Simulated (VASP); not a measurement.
Write the native input for VASP 6.6.1 that does the following.

* Task: single point
* Functional: PBE
* Potentials or basis: VASP PAW PBE potentials, release 64 (Ti_sv, Te)
* Cutoff: 520 eV
* k mesh: 6 × 6 × 4, shifted
* Occupations: fermi-dirac, width 0.02 eV
* Spin: no spin polarisation
* Dipole correction: no
* Further INCAR settings: ALGO = Normal; EDIFF = 1e-06; NBANDS = 19

The structure of TiTe2 lies in POSCAR:

```
TiTe2
1.0
    3.7908320817      0.0000000000      0.0000000000
   -1.8954160408      3.2829568842      0.0000000000
    0.0000000000      0.0000000000      6.5541625960
Ti Te
1 2
Direct
    0.0000000000      0.0000000000      0.0000000000
    0.3333333333      0.6666666667      0.2578174224
    0.6666666667      0.3333333333      0.7421825776
```

These files were run (other wordings do the same):

INCAR

```
SYSTEM = TiTe2
ALGO = Normal ; EDIFF = 1E-6
ENCUT = 520 ; GGA = PE
ISIF = 2 ; ISMEAR = -1
LASPH = .TRUE. ; LCHARG = .FALSE.
LREAL = .FALSE. ; LWAVE = .FALSE.
NBANDS = 19 ; NELM = 60
PREC = Accurate ; SIGMA = 0.02
```

KPOINTS

```
Automatic mesh
0
Gamma
  6 6 4
  0 0 0.5
```

Potentials or basis: VASP PAW PBE potentials, release 64 (Ti_sv, Te).

Run with:

```console
$ cat potpaw_PBE.64/Ti_sv/POTCAR potpaw_PBE.64/Te/POTCAR > POTCAR
$ mpirun -np 1 vasp_std > vasp.out
```

It gave:

The pressure is 1.0 GPa, the largest force is 0.141 eV/Å and the band gap on the k mesh is zero (band 12 reaches 6.98 eV, above the bottom of band 13 at 6.46 eV).

Caveat: spin-orbit coupling is left out, which moves the levels of the heavy elements; this functional lacks dispersion, which binds the layers, so the pressure and a relaxed spacing across them are unreliable.

Wall time 38 s on 1 thread of AMD EPYC 7R43 64-Core Processor (Zen 3) (shared host), peak memory 0.16 GiB.
